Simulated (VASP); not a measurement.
# Na (P6/mmm) in VASP: further runs

Runs on Na. Level: PBE. Tasks: relaxation of cell and atoms.

Everything below comes from runs of VASP 6.6.1. Logs are shortened: lines on timing, memory, paths and dates and some standing lists are left out, and cuts for length are marked.

## (1) The cell of the first run

It takes space group P6/mmm (No. 191, hexagonal). Conventional cell: a = 5.012 Å, b = 5.012 Å, c = 3.648 Å, α = 90.00°, β = 90.00°, γ = 120.00°. Na (site symmetry -6m2) has 5 Na at 2.89 to 3.65 Å within 3.8 Å.

The cell was generated, and may not be a known phase.

## (2) Relaxation of cell and atoms, PBE

The input, INCAR:

```
SYSTEM = Na
PREC = Accurate
ENCUT = 1130
EDIFF = 1E-7
ISMEAR = 0
SIGMA = 0.1
LREAL = .False.
LASPH = .True.
NELM = 120
ALGO = Normal
ISIF = 3
LWAVE = .False.
LCHARG = .False.
GGA = PE
IBRION = 2
NSW = 90
EDIFFG = -0.04
GGA_COMPAT = .False.
NELMIN = 4
```

The input, KPOINTS:

```
regular mesh
0
Gamma
  6 6 6
  0 0 0
```

The input, POSCAR:

```
Na
1.0
    5.0118659100      0.0000000000      0.0000000000
   -2.5059329600      4.3404032000      0.0000000000
    0.0000000000      0.0000000000      3.6481809000
Na
2
Direct
    0.3333333300      0.6666666700      0.5000000000
    0.6666666700      0.3333333300      0.5000000000
```

Potentials or basis: VASP PAW PBE potentials, release 64 (Na_sv).

Run with:

```bash
cat potpaw_PBE.64/Na_sv/POTCAR > POTCAR
mpirun -np 1 vasp_std > vasp.out
```

OUTCAR:

```text
SYSTEM = Na
   PREC = Accurate
   ENCUT = 1130
   EDIFF = 1E-7
   ISMEAR = 0
   LREAL = .False.
   LASPH = .True.
   NELM = 120
   ISIF = 3
   GGA = PE
   IBRION = 2
   NSW = 90
   EDIFFG = -0.04
   NELMIN = 4

 ion  position               nearest neighbor table
   1  0.333  0.667  0.500-
   2  0.667  0.333  0.500-

  LATTYP: Found a hexagonal cell.
 ALAT       =     5.0118659100
 C/A-ratio  =     0.7279087201

  Lattice vectors:

 A1 = (   5.0118659100,   0.0000000000,   0.0000000000)
 A2 = (  -2.5059329600,   4.3404032000,   0.0000000000)
 A3 = (   0.0000000000,   0.0000000000,   3.6481809000)

Analysis of symmetry for initial positions (statically):
=====================================================================
 Subroutine PRICEL returns:
 Original cell was already a primitive cell.

 Routine SETGRP: Setting up the symmetry group for a
 hexagonal supercell.

 Subroutine GETGRP returns: Found 24 space group operations
 (whereof 24 operations were pure point group operations)
 out of a pool of 24 trial point group operations.

The static configuration has the point symmetry D_6h.

Analysis of symmetry for dynamics (positions and initial velocities):
=====================================================================
 Subroutine PRICEL returns:
 Original cell was already a primitive cell.

 Routine SETGRP: Setting up the symmetry group for a
 hexagonal supercell.

 Subroutine GETGRP returns: Found 24 space group operations
 (whereof 24 operations were pure point group operations)
 out of a pool of 24 trial point group operations.

The dynamic configuration has the point symmetry D_6h.

 Subroutine INISYM returns: Found 24 space group operations
 (whereof 24 operations are pure point group operations),
 and found     1 'primitive' translations

----------------------------------------------------------------------------------------

                                     Primitive cell

  volume of cell :      79.3608

  direct lattice vectors                    reciprocal lattice vectors
     5.011865910  0.000000000  0.000000000     0.199526487  0.115196671  0.000000000
    -2.505932960  4.340403200  0.000000000     0.000000000  0.230393342  0.000000000
     0.000000000  0.000000000  3.648180900     0.000000000  0.000000000  0.274109214

  length of vectors
     5.011865910  5.011865914  3.648180900     0.230393342  0.230393342  0.274109214

  position of ions in fractional coordinates (direct lattice)
     0.333333330  0.666666670  0.500000000
     0.666666670  0.333333330  0.500000000

  ion indices of the primitive-cell ions
   primitive index   ion index
                 1           1
                 2           2

----------------------------------------------------------------------------------------

 KPOINTS: regular mesh

Automatic generation of k-mesh.
 Grid dimensions read from file:
 generate k-points for:    6    6    6

 Generating k-lattice:

  Cartesian coordinates                     Fractional coordinates (reciprocal lattice)
     0.033254415  0.019199445  0.000000000     0.166666667  0.000000000  0.000000000
     0.000000000  0.038398890  0.000000000     0.000000000  0.166666667  0.000000000
     0.000000000  0.000000000  0.045684869     0.000000000  0.000000000  0.166666667

  Length of vectors
     0.038398890  0.038398890  0.045684869

  Shift w.r.t. Gamma in fractional coordinates (k-lattice)
     0.000000000  0.000000000  0.000000000

 Subroutine IBZKPT returns following result:
 ===========================================

 Found     28 irreducible k-points:

 Following reciprocal coordinates:
            Coordinates               Weight
  0.000000  0.000000  0.000000      1.000000
  0.166667  0.000000  0.000000      6.000000
  0.333333  0.000000  0.000000      6.000000
  0.500000  0.000000  0.000000      3.000000
  0.166667  0.166667  0.000000      6.000000
  0.333333  0.166667  0.000000     12.000000
[... 16 lines left out ...]
  0.166667  0.000000  0.500000      6.000000
  0.333333  0.000000  0.500000      6.000000
 [... further k-points ...]
   k-points           NKPTS =     28   k-points in BZ     NKDIM =     28   number of bands    NBANDS=     13
   number of dos      NEDOS =    301   number of ions     NIONS =      2
   total plane-waves  NPLWV = 125440
   dimension x,y,z NGX =    56 NGY =   56 NGZ =   40
   dimension x,y,z NGXF=   112 NGYF=  112 NGZF=   80
   ions per type =               2
   NGX,Y,Z   is equivalent  to a cutoff of  18.58, 18.58, 18.23 a.u.
   NGXF,Y,Z  is equivalent  to a cutoff of  37.15, 37.15, 36.46 a.u.
 SYSTEM =  Na
   PREC   = accura    normal or accurate (medium, high low for compatibility)
   ISTART =      0    job   : 0-new  1-cont  2-samecut
   ICHARG =      2    charge: 1-file 2-atom 10-const
   ISPIN  =      1    spin polarized calculation?
   LNONCOLLINEAR =      F non collinear calculations
   LSORBIT =      F    spin-orbit coupling
   LASPH  =      T    aspherical Exc in radial PAW
   ENCUT  = 1130.0 eV  83.05 Ry    9.11 a.u.  13.74 13.74 10.00*2*pi/ulx,y,z
   NELM   =    120;   NELMIN=  4; NELMDL= -5     # of ELM steps
   EDIFF  = 0.1E-06   stopping-criterion for ELM
   LREAL  =      F    real-space projection
   EDIFFG = -.4E-01   stopping-criterion for IOM
   NSW    =     90    number of steps for IOM
   IBRION =      2    ionic relax: 0-MD 1-quasi-New 2-CG
   NFREE  =      1    steps in history (QN), initial steepest desc. (CG)
   ISIF   =      3    stress and relaxation
   ISYM   =      2    0-nonsym 1-usesym 2-fastsym
   POTIM  = 0.5000    time-step for ionic-motion
   TEBEG  =    0.0;   TEEND  =   0.0 temperature during run
   PSTRESS=    0.0 pullay stress
   NELECT =      18.0000    total number of electrons
   NUPDOWN=      -1.0000    fix difference up-down
   EMIN   =  10.00;   EMAX   =-10.00  energy-range for DOS
   EFERMI =   0.00;   METHOD = LEGACY
   ISMEAR =     0;   SIGMA  =   0.10  broadening in eV -4-tet -1-fermi 0-gaus
   EFERMI_NEDOS =   21; number of points for ismear=-14 and -15
   IALGO  =     38    algorithm
   IMIX   =      4    mixing-type and parameters
     AMIX     =   0.40;   BMIX     =  1.00
     AMIX_MAG =   1.60;   BMIX_MAG =  1.00
  volume/ion in A,a.u.               =      39.68       267.78
  Fermi-wavevector in a.u.,A,eV,Ry     =   0.998383  1.886670 13.561852  0.996768
  Thomas-Fermi vector in A             =   2.130602
   LORBIT       =      0    0 simple, 1 ext, 2 COOP (PROOUT), +10 PAW based schemes
   GGA     = PE    functional components
   LHFCALC =     F    Hartree Fock is set to
   AEXX    =    0.0000 exact exchange contribution
   IVDW    =     0    specifies the selected vdW correction
   LEPSILON=     F    determine dielectric tensor
   LRPA    =     F    only Hartree local field effects (RPA)
 conjugate gradient relaxation of ions
 non-spin polarized calculation
 Gauss-broadening in eV      SIGMA  =   0.10
  energy-cutoff  :     1130.00
  volume of cell :       79.36
 maximum number of plane-waves:      6896
 NGX is ok and might be reduce to    56
   NGX = 27   NGY = 27   NGZ = 19

--------------------------------------- Ionic step        1  -------------------------------------------

 number of electron      17.9999995 magnetization

 Free energy of the ion-electron system (eV)
  ---------------------------------------------------
  ext. energy  EPLUGINS =         0.00000000
  ---------------------------------------------------
  free energy    TOTEN  =        -1.90067840 eV

  energy without entropy =       -1.89402462  energy(sigma->0) =       -1.89735151

------------------------ aborting loop because EDIFF is reached ----------------------------------------

  FORCE on cell =-STRESS in cart. coord.  units (eV):
  Direction    XX          YY          ZZ          XY          YZ          ZX
  --------------------------------------------------------------------------------------
  -------------------------------------------------------------------------------------
  Total        1.2672772      1.2672772     -0.6906319     -0.0000000      0.0000000      0.0000000
  in kB       25.5844635     25.5844635    -13.9428422     -0.0000000      0.0000000      0.0000000
  external PRESSURE =      12.4086949 kB  Pullay stress =       0.0000000 kB

 VOLUME and BASIS-vectors are now :
 -----------------------------------------------------------------------------
  energy-cutoff  :     1130.00
  volume of cell :       79.36
      direct lattice vectors                 reciprocal lattice vectors
     5.011865910  0.000000000  0.000000000     0.199526487  0.115196671  0.000000000
    -2.505932960  4.340403200  0.000000000     0.000000000  0.230393342  0.000000000
     0.000000000  0.000000000  3.648180900     0.000000000  0.000000000  0.274109214

 POSITION                                       TOTAL-FORCE (eV/Angst)
 -----------------------------------------------------------------------------------
     -0.00000      2.89360      1.82409         0.000000      0.000000      0.000000
      2.50593      1.44680      1.82409        -0.000000     -0.000000     -0.000000
 -----------------------------------------------------------------------------------
    total drift:                                0.000000      0.000000     -0.000000

  FREE ENERGIE OF THE ION-ELECTRON SYSTEM (eV)
  ---------------------------------------------------
  free  energy   TOTEN  =        -1.9006783983 eV

  energy  without entropy=       -1.8940246157  energy(sigma->0) =       -1.89735151

--------------------------------------- Ionic step        2  -------------------------------------------

 number of electron      18.0000003 magnetization

 E-fermi :   0.2556     XC(G=0):  -6.1069

 val. band max:        0.2143169206   @ k =   0.3333   0.3333   0.0000
 cond. band min:       0.2724827763   @ k =   0.3333   0.1667   0.1667
 fundamental gap:      0.0581658557
 Fermi energy:         0.2555646299

 k-point     1 :       0.0000    0.0000    0.0000
  band No.  band energies     occupation
      1     -53.1534      2.00000
      2     -53.1355      2.00000
      3     -25.1351      2.00000
      4     -25.1351      2.00000
      5     -25.0339      2.00000
      6     -25.0332      2.00000
      7     -25.0332      2.00000
      8     -25.0092      2.00000
      9      -2.7901      2.00000
     10       3.8548      0.00000
     11       3.8548      0.00000
     12       4.5814      0.00000
     13       4.5814      0.00000

 k-point     2 :       0.1667    0.0000    0.0000
  band No.  band energies     occupation
      1     -53.1523      2.00000
      2     -53.1365      2.00000
      3     -25.1375      2.00000
      4     -25.1303      2.00000
      5     -25.0384      2.00000
      6     -25.0326      2.00000
      7     -25.0309      2.00000
      8     -25.0108      2.00000
      9      -2.5780      2.00000
     10       2.3175      0.00000
     11       3.2147      0.00000
[... 412 lines left out ...]
 POSITION                                       TOTAL-FORCE (eV/Angst)
 -----------------------------------------------------------------------------------
     -0.00000      3.24741      1.70254        -0.000000      0.000000     -0.000000
      2.81234      1.62371      1.70254         0.000000     -0.000000      0.000000
 -----------------------------------------------------------------------------------
    total drift:                                0.000000      0.000000     -0.000000

  FREE ENERGIE OF THE ION-ELECTRON SYSTEM (eV)
  ---------------------------------------------------
  free  energy   TOTEN  =        -2.1000071573 eV

  energy  without entropy=       -2.0911202197  energy(sigma->0) =       -2.09556369

--------------------------------------- Ionic step        4  -------------------------------------------

 number of electron      17.9999991 magnetization

 Free energy of the ion-electron system (eV)
  ---------------------------------------------------
  ext. energy  EPLUGINS =         0.00000000
  ---------------------------------------------------
  free energy    TOTEN  =        -2.10205496 eV

  energy without entropy =       -2.09271007  energy(sigma->0) =       -2.09738251

 E-fermi :  -0.2372     XC(G=0):  -5.7524

 val. band max:       -0.3109128925   @ k =   0.3333   0.1667   0.3333
 cond. band min:      -0.1746465429   @ k =   0.5000   0.0000   0.3333
 fundamental gap:      0.1362663496
 Fermi energy:        -0.2371611016

 k-point     1 :       0.0000    0.0000    0.0000
  band No.  band energies     occupation
      1     -53.4339      2.00000
      2     -53.4286      2.00000
      3     -25.3806      2.00000
      4     -25.3806      2.00000
      5     -25.3364      2.00000
      6     -25.3363      2.00000
      7     -25.3231      2.00000
      8     -25.3143      2.00000
      9      -2.9255      2.00000
     10       2.4944      0.00000
     11       2.4944      0.00000
     12       3.4377      0.00000
     13       3.4377      0.00000

 k-point     2 :       0.1667    0.0000    0.0000
  band No.  band energies     occupation
      1     -53.4336      2.00000
      2     -53.4289      2.00000
      3     -25.3815      2.00000
      4     -25.3784      2.00000
      5     -25.3387      2.00000
      6     -25.3355      2.00000
      7     -25.3228      2.00000
      8     -25.3150      2.00000
      9      -2.7551      2.00000
     10       1.2563      0.00000
     11       2.0550      0.00000
[... 376 lines left out ...]
 POSITION                                       TOTAL-FORCE (eV/Angst)
 -----------------------------------------------------------------------------------
     -0.00000      3.28486      1.68968         0.000000     -0.000000     -0.000000
      2.84477      1.64243      1.68968        -0.000000      0.000000      0.000000
 -----------------------------------------------------------------------------------
    total drift:                                0.000000      0.000000     -0.000000

  FREE ENERGIE OF THE ION-ELECTRON SYSTEM (eV)
  ---------------------------------------------------
  free  energy   TOTEN  =        -2.1020549591 eV

  energy  without entropy=       -2.0927100683  energy(sigma->0) =       -2.09738251

 reached required accuracy - stopping structural energy minimisation
```

Wall time 2.4 min (1 thread of AMD EPYC 9R45 (Zen 5), shared host); peak memory 0.35 GiB.

What came out:

```yaml
Free_energy: -2.1021 eV
Relaxed_volume: 47.37 Å³/atom
Relaxed_cell: a = 5.690 Å, b = 5.690 Å, c = 3.379 Å, α = 90.00°, β = 90.00°, γ = 120.00°
Space_group_after_relaxing_to_0.1_Å: P6/mmm (No. 191)
Energy_gained_by_relaxing: 100.7 meV/atom
Ionic_steps: 4
Pressure_after_relaxing: 0.0 GPa
Band_gap_on_the_k_mesh: zero (bands 9 and 10 overlap by 2.95 eV)
```

Step by step:
| step | energy change (eV) | largest force (eV/Å) | pressure (GPa) | volume (Å³) |
| --- | --- | --- | --- | --- |
| 1 | 0.0000 | 0.0000 | 1.24 | 79.36 |
| 2 | -0.0815 | 0.0000 | 0.78 | 82.88 |
| 3 | -0.1993 | 0.0000 | 0.09 | 93.29 |
| 4 | -0.2014 | 0.0000 | 0.05 | 94.74 |

Final structure:
```
CELL_PARAMETERS angstrom
5.68955 0.00000 0.00000
-2.84477 4.92729 0.00000
0.00000 0.00000 3.37935
ATOMIC_POSITIONS crystal
Na 0.33333 0.66667 0.50000
Na 0.66667 0.33333 0.50000
```

Caveat: the volume moved by over 15 % at a fixed basis, so the end points are rough.

(Part 1 of 2 ends here.)

The gap in the log of VASP goes by the Fermi energy; the results here count the filled bands.